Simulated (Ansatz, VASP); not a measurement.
# C in VASP and in Ansatz

```
C
1.0
     2.46527    0.00000    0.00000
    -1.23263    2.13498    0.00000
     0.00000    0.00000   23.92229
C
4
Cartesian
  0.0566 0.0566 13.6634
  0.0000 0.0000 10.2589
  0.0000 1.4233 10.2584
  1.2326 0.7117 13.6638
```

Alike in both runs: task single point; functional PBE; dispersion D3(BJ); k mesh 24 × 24 × 2; occupations gaussian, width 0.15 eV; no spin polarisation.

|  | VASP | Ansatz |
| --- | --- | --- |
| version | VASP 6.6.1 | Ansatz 0.2.0 |
| potentials or method | VASP PAW PBE potentials, release 64 (C), cutoff 600 eV | scalar-relativistic, plane waves, PAW |
| valence electrons in the cell | 16 | 16 |

Ansatz gave:

| Quantity | Value |
| --- | --- |
| gap on the k mesh at the Fermi level (eV) | none |
| rms of the force components (eV/Å) | 1.886 |

Q: What did VASP give for the same quantities?

A: gap on the k mesh at the Fermi level (eV): none; rms of the force components (eV/Å): 1.889.

Atom by atom the forces differ by 0.003 eV/Å (rms over components). A gap of «none» marks a metal or a gap that the smearing closes.
